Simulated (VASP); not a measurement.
Input of a VASP 6.6.1 run:

File INCAR:

```
PREC     = Accurate       # precision mode
ENCUT    = 520            # plane-wave cutoff, eV
EDIFF    = 1E-6           # SCF threshold, eV
ISMEAR   = -1             # smearing method
SIGMA    = 0.05           # smearing width, eV
LREAL    = False          # projectors in reciprocal space
LASPH    = True           # aspherical terms in the spheres
NELM     = 80             # most SCF steps
ALGO     = Normal         # electronic algorithm
ISIF     = 2              # what is computed and relaxed
LWAVE    = False          # write WAVECAR
LCHARG   = False          # write CHGCAR
GGA      = B5             # functional
ALDAX    = 1.0          
AGGAX    = 1.0          
AGGAC    = 1.0          
ALDAC    = 0.0          
NBANDS   = 12             # bands
```

File KPOINTS:

```
regular mesh
0
Gamma
  11 11 11
```

POSCAR

```
Ti
1.0
    0.0000000000      2.0701463105      2.0701463105
    2.0701463105      0.0000000000      2.0701463105
    2.0701463105      2.0701463105      0.0000000000
Ti
1
Direct
    0.0000000000      0.0000000000      0.0000000000
```

Potentials or basis: VASP PAW PBE potentials, release 64 (Ti_sv).

Launch:

```sh
$ cat potpaw_PBE.64/Ti_sv/POTCAR > POTCAR
$ mpirun -np 1 vasp_std > vasp.out
```

Q: Estimate the pressure.

A: 0.0 GPa.

Q: Predict the band gap on the k mesh.

A: Zero (band 6 reaches 9.25 eV, above the bottom of band 7 at 8.18 eV).

Caveat: the PAW data sets were made with another functional, which shifts forces and pressure a little.
